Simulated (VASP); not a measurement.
# Al8H in VASP: relaxation of the atoms with PBE

Aim: the relaxation of the atoms of Al8H with PBE.

All numbers are computed with VASP 6.6.1; they aren't measurements. Logs are shortened: lines on timing, memory, paths and dates and some standing lists are left out, and cuts for length are marked.

## (1) The cell of the first run

The cell holds a slab with vacuum, 9 atoms: a = 2.854 Å, b = 2.854 Å, c = 31.975 Å, α = 90.00°, β = 90.00°, γ = 120.00°.

## (2) Relaxation of the atoms, PBE

INCAR

```
PREC = Accurate
ENCUT = 520
EDIFF = 1E-6
ISMEAR = 0
SIGMA = 0.1
LREAL = False
LASPH = True
NELM = 60
ALGO = Fast
ISIF = 2
LWAVE = False
LCHARG = False
LDIPOL = True
IDIPOL = 3
DIPOL = 0.5 0.5 0.415
GGA = PE
IBRION = 2
NSW = 50
EDIFFG = -0.025
```

KPOINTS

```
regular mesh
0
Gamma
  9 9 1
```

POSCAR

```
Al8H
1.0
    2.8535431553      0.0000000000      0.0000000000
   -1.4267715776      2.4712408633      0.0000000000
    0.0000000000      0.0000000000     31.9749291745
Al H
8 1
Selective dynamics
Direct
    0.3333333333      0.6666666667      0.1250980097  F F F
    0.0000000000      0.0000000000      0.1984481219  F F F
    0.6666666667      0.3333333333      0.2717982342  F F F
    0.0000000000      0.0000000000      0.3451483464  F F F
    0.3333333333      0.6666666667      0.4179223923  F F F
    0.0000000000      0.0000000000      0.4916598226  F F F
    0.6666666667      0.3333333333      0.5654146322  F F F
    0.0000000000      0.0000000000      0.6403432221  T T T
    0.0000000000      0.3333333333      0.6774671513  F F T
```

Potentials or basis: VASP PAW PBE potentials, release 64 (Al, H).

The run is started by

```sh
> cat potpaw_PBE.64/Al/POTCAR potpaw_PBE.64/H/POTCAR > POTCAR
> mpirun -np 1 vasp_std > vasp.out
```

OUTCAR:

```text
PREC = Accurate
   ENCUT = 520
   EDIFF = 1E-6
   ISMEAR = 0
   LREAL = False
   LASPH = True
   NELM = 60
   ISIF = 2
   GGA = PE
   IBRION = 2
   NSW = 50
   EDIFFG = -0.025

 ion  position               nearest neighbor table
   1  0.333  0.667  0.125-   2 2.87   2 2.87   2 2.87
   2  0.000  0.000  0.198-   1 2.87   1 2.87   1 2.87   3 2.87   3 2.87   3 2.87
   3  0.667  0.333  0.272-   4 2.87   4 2.87   4 2.87   2 2.87   2 2.87   2 2.87
   4  0.000  0.000  0.345-   5 2.85   5 2.85   5 2.85   3 2.87   3 2.87   3 2.87
   5  0.333  0.667  0.418-   4 2.85   4 2.85   4 2.85   6 2.88   6 2.88   6 2.88
   6  0.000  0.000  0.492-   5 2.88   5 2.88   5 2.88   7 2.88   7 2.88   7 2.88
   7  0.667  0.333  0.565-   6 2.88   6 2.88   6 2.88   8 2.91   8 2.91   8 2.91
   8  0.000  0.000  0.640-   9 1.52   7 2.91   7 2.91   7 2.91
   9  0.000  0.333  0.677-   8 1.52

  LATTYP: Found a hexagonal cell.
 ALAT       =     2.8535431553
 C/A-ratio  =    11.2053427736

  Lattice vectors:

 A1 = (   2.8535431553,   0.0000000000,   0.0000000000)
 A2 = (  -1.4267715776,   2.4712408633,   0.0000000000)
 A3 = (   0.0000000000,   0.0000000000,  31.9749291745)

Analysis of symmetry for initial positions (statically):
=====================================================================
 Subroutine PRICEL returns:
 Original cell was already a primitive cell.

 Routine SETGRP: Setting up the symmetry group for a
 hexagonal supercell.

 Subroutine GETGRP returns: Found  1 space group operations
 (whereof  1 operations were pure point group operations)
 out of a pool of 24 trial point group operations.

The static configuration has the point symmetry C_1 .

Analysis of symmetry for dynamics (positions and initial velocities):
=====================================================================
 Subroutine PRICEL returns:
 Original cell was already a primitive cell.

 Routine SETGRP: Setting up the symmetry group for a
 hexagonal supercell.

 Subroutine GETGRP returns: Found  1 space group operations
 (whereof  1 operations were pure point group operations)
 out of a pool of 24 trial point group operations.

The dynamic configuration has the point symmetry C_1 .

Analysis of constrained symmetry for selective dynamics:
=====================================================================
 Subroutine PRICEL returns:
 Original cell was already a primitive cell.

 Routine SETGRP: Setting up the symmetry group for a
 hexagonal supercell.

 Subroutine GETGRP returns: Found  1 space group operations
 (whereof  1 operations were pure point group operations)
 out of a pool of 24 trial point group operations.

The constrained configuration has the point symmetry C_1 .

 Subroutine INISYM returns: Found  1 space group operations
 (whereof  1 operations are pure point group operations),
 and found     1 'primitive' translations

----------------------------------------------------------------------------------------

                                     Primitive cell

  volume of cell :     225.4806

  direct lattice vectors                    reciprocal lattice vectors
     2.853543155  0.000000000  0.000000000     0.350441520  0.202327506  0.000000000
    -1.426771578  2.471240863  0.000000000     0.000000000  0.404655012  0.000000000
     0.000000000  0.000000000 31.974929175     0.000000000  0.000000000  0.031274502

  length of vectors
     2.853543155  2.853543155 31.974929175     0.404655012  0.404655012  0.031274502

  position of ions in fractional coordinates (direct lattice)
     0.333333333  0.666666667  0.125098010
     0.000000000  0.000000000  0.198448122
     0.666666667  0.333333333  0.271798234
     0.000000000  0.000000000  0.345148346
     0.333333333  0.666666667  0.417922392
     0.000000000  0.000000000  0.491659823
     0.666666667  0.333333333  0.565414632
     0.000000000  0.000000000  0.640343222
[... 74 lines left out ...]
   NGXF,Y,Z  is equivalent  to a cutoff of  27.96, 27.96, 24.96 a.u.
 SYSTEM =  unknown system
   PREC   = accura    normal or accurate (medium, high low for compatibility)
   ISTART =      0    job   : 0-new  1-cont  2-samecut
   ICHARG =      2    charge: 1-file 2-atom 10-const
   ISPIN  =      1    spin polarized calculation?
   LNONCOLLINEAR =      F non collinear calculations
   LSORBIT =      F    spin-orbit coupling
   LASPH  =      T    aspherical Exc in radial PAW
   ENCUT  =  520.0 eV  38.22 Ry    6.18 a.u.   5.31  5.31 59.45*2*pi/ulx,y,z
   NELM   =     60;   NELMIN=  2; NELMDL= -5     # of ELM steps
   EDIFF  = 0.1E-05   stopping-criterion for ELM
   LREAL  =      F    real-space projection
   EDIFFG = -.3E-01   stopping-criterion for IOM
   NSW    =     50    number of steps for IOM
   IBRION =      2    ionic relax: 0-MD 1-quasi-New 2-CG
   NFREE  =      1    steps in history (QN), initial steepest desc. (CG)
   ISIF   =      2    stress and relaxation
   ISYM   =      2    0-nonsym 1-usesym 2-fastsym
   POTIM  = 0.5000    time-step for ionic-motion
   TEBEG  =    0.0;   TEEND  =   0.0 temperature during run
   PSTRESS=    0.0 pullay stress
   NELECT =      25.0000    total number of electrons
   NUPDOWN=      -1.0000    fix difference up-down
   EMIN   =  10.00;   EMAX   =-10.00  energy-range for DOS
   EFERMI =   0.00;   METHOD = LEGACY
   ISMEAR =     0;   SIGMA  =   0.10  broadening in eV -4-tet -1-fermi 0-gaus
   EFERMI_NEDOS =   21; number of points for ismear=-14 and -15
   IALGO  =     68    algorithm
   IMIX   =      4    mixing-type and parameters
     AMIX     =   0.40;   BMIX     =  1.00
     AMIX_MAG =   1.60;   BMIX_MAG =  1.00
  volume/ion in A,a.u.               =      25.05       169.07
  Fermi-wavevector in a.u.,A,eV,Ry     =   0.786475  1.486223  8.415795  0.618544
  Thomas-Fermi vector in A             =   1.891021
   LORBIT       =      0    0 simple, 1 ext, 2 COOP (PROOUT), +10 PAW based schemes
   GGA     = PE    functional components
   LHFCALC =     F    Hartree Fock is set to
   AEXX    =    0.0000 exact exchange contribution
   IVDW    =     0    specifies the selected vdW correction
   LEPSILON=     F    determine dielectric tensor
   LRPA    =     F    only Hartree local field effects (RPA)
 conjugate gradient relaxation of ions
 non-spin polarized calculation
 RMM-DIIS sequential band-by-band and
 Gauss-broadening in eV      SIGMA  =   0.10
  energy-cutoff  :      520.00
  volume of cell :      225.48
 maximum number of plane-waves:      6109
 NGX is ok and might be reduce to    24
   NGX = 11   NGY = 11   NGZ =119

--------------------------------------- Ionic step        1  -------------------------------------------

 number of electron      25.0000000 magnetization

 Free energy of the ion-electron system (eV)
  ---------------------------------------------------
  ext. energy  EPLUGINS =         0.00000000
  ---------------------------------------------------
  free energy    TOTEN  =       -31.98101880 eV

  energy without entropy =      -31.95660674  energy(sigma->0) =      -31.96881277

------------------------ aborting loop because EDIFF is reached ----------------------------------------

  FORCE on cell =-STRESS in cart. coord.  units (eV):
  Direction    XX          YY          ZZ          XY          YZ          ZX
  --------------------------------------------------------------------------------------
  -------------------------------------------------------------------------------------
  Total       -1.0173865     -0.4114352      2.1469119      0.0730137      1.2092908     -0.7614402
  in kB       -7.2291534     -2.9234986     15.2551222      0.5188070      8.5927511     -5.4104984
  external PRESSURE =       1.7008234 kB  Pullay stress =       0.0000000 kB
[... 110 lines left out ...]
  FREE ENERGIE OF THE ION-ELECTRON SYSTEM (eV)
  ---------------------------------------------------
  free  energy   TOTEN  =       -32.1052120474 eV

  energy  without entropy=      -32.0806690853  energy(sigma->0) =      -32.09294057

 dipolmoment           0.000000      0.000000     -0.005018 electrons x Angstroem

[... ionic steps 4 to 28 ...]

--------------------------------------- Ionic step       29  -------------------------------------------

 number of electron      25.0000000 magnetization

------------------------ aborting loop because EDIFF is reached ----------------------------------------

 vacuum level on the upper side and lower side of the slab       (xc-potential included)         0.026        -0.044

  FORCE on cell =-STRESS in cart. coord.  units (eV):
  Direction    XX          YY          ZZ          XY          YZ          ZX
  --------------------------------------------------------------------------------------
  -------------------------------------------------------------------------------------
  Total       -1.2560862     -1.3256226      0.9040634      0.5314407      0.3610503     -0.2806825
  in kB       -8.9252606     -9.4193594      6.4239237      3.7762113      2.5654833     -1.9944208
  external PRESSURE =      -3.9735654 kB  Pullay stress =       0.0000000 kB
[... 73 lines left out ...]
--------------------------------------- Ionic step       31  -------------------------------------------

 number of electron      24.9999999 magnetization

 dipolmoment           0.000000      0.000000      0.003133 electrons x Angstroem

 Free energy of the ion-electron system (eV)
  ---------------------------------------------------
  ext. energy  EPLUGINS =         0.00000000
  ---------------------------------------------------
  free energy    TOTEN  =       -32.13745883 eV

  energy without entropy =      -32.11193842  energy(sigma->0) =      -32.12469862

 E-fermi :   3.1041     XC(G=0):  -6.6712

 val. band max:        3.1019982667   @ k =   0.4444   0.1111   0.0000
 cond. band min:       3.1159789011   @ k =  -0.1111  -0.4444   0.0000
 fundamental gap:      0.0139806344
 Fermi energy:         3.1040727199

 k-point     1 :       0.0000    0.0000    0.0000
  band No.  band energies     occupation
      1      -7.9709      2.00000
      2      -7.7722      2.00000
      3      -7.3888      2.00000
      4      -6.8022      2.00000
      5      -6.0364      2.00000
      6      -5.0900      2.00000
[... 457 lines left out ...]
      4      -3.0757      2.00000
      5      -2.3388      2.00000
      6      -1.4414      2.00000
[... 9 lines left out ...]
     16       4.1337      0.00000
     17       4.8923      0.00000

 [... further k-points ...]

------------------------ aborting loop because EDIFF is reached ----------------------------------------

 vacuum level on the upper side and lower side of the slab       (xc-potential included)        -0.188        -0.264

  FORCE on cell =-STRESS in cart. coord.  units (eV):
  Direction    XX          YY          ZZ          XY          YZ          ZX
  --------------------------------------------------------------------------------------
  -------------------------------------------------------------------------------------
  Total       -1.2745230     -1.3808517      0.8288727      0.5494564      0.3225629     -0.2430772
  in kB       -9.0562654     -9.8117959      5.8896474      3.9042235      2.2920065     -1.7272123
  external PRESSURE =      -4.3261380 kB  Pullay stress =       0.0000000 kB
[... 24 lines left out ...]
  FREE ENERGIE OF THE ION-ELECTRON SYSTEM (eV)
  ---------------------------------------------------
  free  energy   TOTEN  =       -32.1374588298 eV

  energy  without entropy=      -32.1119384199  energy(sigma->0) =      -32.12469862

 reached required accuracy - stopping structural energy minimisation

 vacuum level on the upper side and lower side of the slab         7.057         6.979
```

Run time: 1.8 h. Hardware: 1 thread of Oxide Virtual Turin-like, shared host; peak memory 0.43 GiB.

What came out:

| Item | Value |
| --- | --- |
| Free energy | -32.1375 eV |
| Energy gained by relaxing | 17.4 meV/atom |
| Ionic steps | 31 |

Step by step:
```tsv
step	energy change (eV)	largest force on free atoms (eV/Å)	pressure (GPa)
1	0.0000	1.8959	0.17
2	-0.1242	0.0859	-0.35
3	-0.1242	0.0835	-0.34
4	-0.1246	0.0829	-0.35
5	-0.1256	0.0823	-0.36
6	-0.1276	0.0854	-0.38
7	-0.1314	0.1027	-0.41
8	-0.1384	0.1434	-0.47
9	-0.1422	0.2674	-0.47
10	-0.1433	0.1781	-0.50
11	-0.1445	0.2100	-0.49
12	-0.1452	0.1898	-0.50
13	-0.1463	0.1426	-0.50
14	-0.1465	0.1288	-0.50
15	-0.1469	0.1117	-0.51
16	-0.1478	0.0715	-0.52
17	-0.1476	0.1156	-0.54
18	-0.1480	0.0648	-0.53
19	-0.1485	0.0597	-0.53
20	-0.1496	0.0543	-0.51
21	-0.1507	0.0788	-0.47
22	-0.1515	0.0550	-0.47
23	-0.1517	0.0754	-0.47
24	-0.1522	0.0721	-0.46
25	-0.1535	0.0670	-0.43
26	-0.1540	0.0725	-0.37
27	-0.1541	0.0698	-0.39
28	-0.1548	0.0539	-0.39
29	-0.1557	0.0700	-0.40
30	-0.1561	0.0536	-0.41
31	-0.1564	0.0173	-0.43
```

Final structure:
```
Al H
1.0
     2.85354    0.00000    0.00000
    -1.42677    2.47124    0.00000
     0.00000    0.00000   31.97493
Al H
8 1
Direct
  0.33333 0.66667 0.12510
  0.00000 0.00000 0.19845
  0.66667 0.33333 0.27180
  0.00000 0.00000 0.34515
  0.33333 0.66667 0.41792
  0.00000 0.00000 0.49166
  0.66667 0.33333 0.56541
  0.08111 0.88547 0.63965
  0.00000 0.33333 0.67494
```

Caveat: the highest band is partly filled, so the run has too few bands.
